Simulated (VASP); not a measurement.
# Pt (Im-3m) in VASP: further runs, part 2 of 2

VASP 6.6.1. The steps go on from the part before.

**3. Single point, PBE**

INCAR

```
  PREC = Accurate
  ENCUT = 520
  EDIFF = 1E-6
  ISMEAR = -1
  SIGMA = 0.06122561905347299
  LREAL = False
  LASPH = True
  NELM = 100
  ALGO = Normal
  ISIF = 2
  LWAVE = False
  LCHARG = False
  GGA = PE
  NBANDS = 11
```

KPOINTS

```
regular mesh
0
Gamma
  24 24 24
```

POSCAR

```
Pt
1.0
   -1.6031980307      1.6031980307      1.6031980307
    1.6031980307     -1.6031980307      1.6031980307
    1.6031980307      1.6031980307     -1.6031980307
Pt
1
Direct
    0.0000000000      0.0000000000      0.0000000000
```

Potentials or basis: VASP PAW PBE potentials, release 64 (Pt).

On the command line:

```console
> cat potpaw_PBE.64/Pt/POTCAR > POTCAR
> mpirun -np 1 vasp_std > vasp.out
```

OUTCAR:

```text
PREC = Accurate
   ENCUT = 520
   EDIFF = 1E-6
   ISMEAR = -1
   LREAL = False
   LASPH = True
   NELM = 100
   ISIF = 2
   GGA = PE

 ion  position               nearest neighbor table
   1  0.000  0.000  0.000-

  LATTYP: Found a body centered cubic cell.
 ALAT       =     3.2063960614

  Lattice vectors:

 A1 = (  -1.6031980307,   1.6031980307,   1.6031980307)
 A2 = (   1.6031980307,  -1.6031980307,   1.6031980307)
[... 513 lines left out ...]
      9      24.8329      0.00000
     10      33.2164      0.00000
     11      33.6521      0.00000

 [... further k-points ...]

------------------------ aborting loop because EDIFF is reached ----------------------------------------

  FORCE on cell =-STRESS in cart. coord.  units (eV):
  Direction    XX          YY          ZZ          XY          YZ          ZX
  --------------------------------------------------------------------------------------
  -------------------------------------------------------------------------------------
  Total       -0.9173350     -0.9173350     -0.9173350      0.0000000      0.0000000      0.0000000
  in kB      -89.1696434    -89.1696434    -89.1696434      0.0000000      0.0000000      0.0000000
  external PRESSURE =     -89.1696434 kB  Pullay stress =       0.0000000 kB

 VOLUME and BASIS-vectors are now :
 -----------------------------------------------------------------------------
  energy-cutoff  :      520.00
  volume of cell :       16.48
      direct lattice vectors                 reciprocal lattice vectors
    -1.603198031  1.603198031  1.603198031     0.000000000  0.311876631  0.311876631
     1.603198031 -1.603198031  1.603198031     0.311876631  0.000000000  0.311876631
     1.603198031  1.603198031 -1.603198031     0.311876631  0.311876631  0.000000000

 POSITION                                       TOTAL-FORCE (eV/Angst)
 -----------------------------------------------------------------------------------
      0.00000      0.00000      0.00000         0.000000     -0.000000      0.000000
 -----------------------------------------------------------------------------------
    total drift:                               -0.000000      0.000000      0.000000

  FREE ENERGIE OF THE ION-ELECTRON SYSTEM (eV)
  ---------------------------------------------------
  free  energy   TOTEN  =        -5.9878803469 eV

  energy  without entropy=       -5.9731429805  energy(sigma->0) =       -5.98051166
```

OSZICAR:

```text
N       E                     dE             d eps       ncg     rms          rms(c)
DAV:   1     0.393309404279E+02    0.39331E+02   -0.52792E+03  9286   0.835E+02
DAV:   2    -0.570730655612E+01   -0.45038E+02   -0.43079E+02 10348   0.172E+02
DAV:   3    -0.634922812324E+01   -0.64192E+00   -0.63933E+00 10578   0.196E+01
DAV:   4    -0.635182344409E+01   -0.25953E-02   -0.25951E-02 10494   0.147E+00
DAV:   5    -0.635184565790E+01   -0.22214E-04   -0.22213E-04 10751   0.127E-01    0.966E+00
DAV:   6    -0.601709130839E+01    0.33475E+00   -0.85542E-01  9707   0.707E+00    0.512E+00
DAV:   7    -0.599043662716E+01    0.26655E-01   -0.99635E-02 10376   0.238E+00    0.231E+00
DAV:   8    -0.598803843397E+01    0.23982E-02   -0.37288E-03  9837   0.515E-01    0.473E-01
DAV:   9    -0.598787846802E+01    0.15997E-03   -0.13230E-04 10316   0.979E-02    0.429E-02
DAV:  10    -0.598788050051E+01   -0.20325E-05   -0.31179E-06 10735   0.145E-02    0.544E-03
DAV:  11    -0.598788034692E+01    0.15359E-06   -0.27094E-08  6043   0.160E-03
   1 F= -.59878803E+01 E0= -.59805117E+01  d E =-.147374E-01
```

stdout:

```text
POSCAR found type information on POSCAR Pt
 POSCAR found :  1 types and       1 ions
 scaLAPACK will be used
 LDA part: xc-table for (Slater+PW92), standard interpolation
 POSCAR, INCAR and KPOINTS ok, starting setup
 FFT: planning ... GRIDC
 FFT: planning ... GRID_SOFT
 FFT: planning ... GRID
 WAVECAR not read
 entering main loop
```

It took 59 s on 1 thread of Intel Xeon Platinum 8259CL at 2.50GHz (Skylake/Cascade Lake), shared host; peak memory 0.2 GiB.

Results:

- Free energy: -5.9879 eV
- Pressure: -8.9 GPa
- Band gap on the k mesh: zero (bands 5 and 6 overlap by 2.00 eV)

Levels at points of the mesh, in eV from the Fermi level:
```
           k point  band 3  band 4  band 5  band 6  band 7  band 8
(0.00, 0.00, 0.00)   -3.27   -3.27   -0.94   -0.94   17.09   17.09
(0.50, 0.00, 0.00)   -1.12   -0.65    0.39    0.95    5.93   13.24
(0.50, 0.50, 0.50)    0.46    0.46    0.46    7.56    7.56    7.56
```

Caveat: the cell stands under tension; spin-orbit coupling is left out, which moves the levels of the heavy elements.

**4. Single point, PBE**

This run uses another cell than the first one, of 16.80 Å³/atom.

INCAR

```
SYSTEM = Pt
PREC     = Accurate       ! precision mode
ENCUT    = 520            ! plane-wave cutoff, eV
EDIFF    = 1E-7           ! SCF threshold, eV
ISMEAR   = -1             ! smearing method
SIGMA    = 0.06122561905347299 ! smearing width, eV
LREAL    = .False.        ! projectors in reciprocal space
LASPH    = .True.         ! aspherical terms in the spheres
NELM     = 80             ! most SCF steps
ALGO     = Normal         ! electronic algorithm
ISIF     = 2              ! what is computed and relaxed
LWAVE    = .False.        ! write WAVECAR
LCHARG   = .True.         ! write CHGCAR
GGA      = PE             ! functional
LELF     = .True.         ! ELF
LVHAR    = .True.       
NBANDS   = 11             ! bands
```

KPOINTS

```
Automatic mesh
0
Gamma
  24 24 24
  0 0 0
```

POSCAR

```
Pt
1.0
   -1.6134097584      1.6134097584      1.6134097584
    1.6134097584     -1.6134097584      1.6134097584
    1.6134097584      1.6134097584     -1.6134097584
Pt
1
Direct
    0.0000000000      0.0000000000      0.0000000000
```

On the command line:

```console
> cat potpaw_PBE.64/Pt/POTCAR > POTCAR
> mpirun -np 1 vasp_std > vasp.out
```

Wall time 54 s (1 thread of Intel Xeon Platinum 8259CL at 2.50GHz (Skylake/Cascade Lake), shared host); peak memory 0.2 GiB.

The run converged. Its results:

```
Free energy            : -5.9670 eV
Pressure               : -12.3 GPa
Band gap on the k mesh : zero (bands 5 and 6 overlap by 1.95 eV)
```

Levels at points of the mesh, in eV from the Fermi level:
| k point | band 1 | band 2 | band 3 | band 4 | band 5 | band 6 | band 7 | band 8 | band 9 | band 10 |
| --- | --- | --- | --- | --- | --- | --- | --- | --- | --- | --- |
| (0.00, 0.00, 0.00) | -8.89 | -3.17 | -3.17 | -3.17 | -0.91 | -0.91 | 17.08 | 17.08 | 17.08 | 26.29 |
| (0.50, 0.00, 0.00) | -6.01 | -4.46 | -1.09 | -0.64 | 0.45 | 0.91 | 5.78 | 13.22 | 15.33 | 23.68 |
| (0.50, 0.50, 0.50) | -5.50 | -5.50 | 0.44 | 0.44 | 0.44 | 7.52 | 7.52 | 7.52 | 11.89 | 18.16 |

Caveat: the cell stands under tension; spin-orbit coupling is left out, which moves the levels of the heavy elements.

**5. Single point, PBE**

This run uses another cell than the first one, of 16.80 Å³/atom.

INCAR

```
ALGO = Normal
EDIFF = 1E-7
ENCUT = 520
GGA = PE
ISIF = 2
ISMEAR = -1
LASPH = T
LCHARG = F
LREAL = F
LWAVE = F
NBANDS = 11
NELM = 80
PREC = Accurate
SIGMA = 0.06122561905347299
```

KPOINTS

```
k-points
0
Gamma
  24 24 24
```

POSCAR is that of step 4.

On the command line:

```console
> cat potpaw_PBE.64/Pt/POTCAR > POTCAR
> mpirun -np 1 vasp_std > vasp.out
```

It took 60 s on 1 thread of Intel Xeon Platinum 8259CL at 2.50GHz (Skylake/Cascade Lake), shared host; peak memory 0.2 GiB.

It converged, with:

```
Free energy            : -5.9670 eV
Pressure               : -12.3 GPa
Band gap on the k mesh : zero (bands 5 and 6 overlap by 1.95 eV)
```

Levels at points of the mesh, in eV from the Fermi level:
```tsv
k point	band 3	band 4	band 5	band 6	band 7	band 8
(0.00, 0.00, 0.00)	-3.17	-3.17	-0.91	-0.91	17.08	17.08
(0.50, 0.00, 0.00)	-1.09	-0.64	0.45	0.91	5.78	13.22
(0.50, 0.50, 0.50)	0.44	0.44	0.44	7.52	7.52	7.52
```

Caveat: the cell stands under tension; spin-orbit coupling is left out, which moves the levels of the heavy elements.

**6. Single point, PBE**

This run uses another cell than the first one, of 14.90 Å³/atom.

INCAR

```
SYSTEM = Pt
ALGO = Normal
EDIFF = 1E-7
ENCUT = 520
GGA = PE
ISIF = 2
ISMEAR = -1
LASPH = .True.
LCHARG = .False.
LREAL = .False.
LWAVE = .False.
NBANDS = 11
NELM = 100
PREC = Accurate
SIGMA = 0.06122561905347299
```

KPOINTS

```
k-points
0
Gamma
  48 48 48
  0 0 0
```

POSCAR

```
Pt
1.0
   -1.5500724905      1.5500724905      1.5500724905
    1.5500724905     -1.5500724905      1.5500724905
    1.5500724905      1.5500724905     -1.5500724905
Pt
1
Direct
    0.0000000000      0.0000000000      0.0000000000
```

Potentials or basis: VASP PAW PBE potentials, release 64 (Pt).

On the command line:

```console
> cat potpaw_PBE.64/Pt/POTCAR > POTCAR
> mpirun -np 1 vasp_std > vasp.out
```

It took 4.9 min on 1 thread of Intel Xeon Platinum 8259CL at 2.50GHz (Skylake/Cascade Lake), shared host; peak memory 0.53 GiB.

Results (log left out):

- Free energy: -5.9643 eV
- Pressure: 16.6 GPa
- Band gap on the k mesh: zero (bands 5 and 6 overlap by 2.43 eV)

Levels at points of the mesh, in eV from the Fermi level:
```csv
k point,band 3,band 4,band 5,band 6,band 7,band 8
"(0.00, 0.00, 0.00)",-3.81,-3.81,-1.10,-1.10,17.07,17.07
"(0.50, 0.00, 0.00)",-1.29,-0.73,0.08,1.18,6.82,13.26
"(0.50, 0.50, 0.50)",0.59,0.59,0.59,7.80,7.80,7.80
```

Caveat: the cell stands under pressure; spin-orbit coupling is left out, which moves the levels of the heavy elements.

**7. Overview**

```csv
cell,k mesh,gap on the mesh (eV),pressure (GPa)
"a = 2.777 Å, angles 109.5°, 1 atom",24 × 24 × 24,none,-8.9
"a = 2.795 Å, angles 109.5°, 1 atom",24 × 24 × 24,none,-12.3
"a = 2.685 Å, angles 109.5°, 1 atom",48 × 48 × 48,none,16.6
```

Alike in all rows: task single point; level PBE; potentials or basis VASP PAW PBE potentials, release 64 (Pt); no spin polarisation; cutoff (eV) 520; smearing fermi-dirac 0.0612256 eV.

Caveats: spin-orbit coupling is left out, which moves the levels of the heavy elements; the cell stands under tension (at least some runs); the cell stands under pressure (at least some runs).

Total energies depend on the potentials used, so only differences within one code and one set of settings carry meaning.
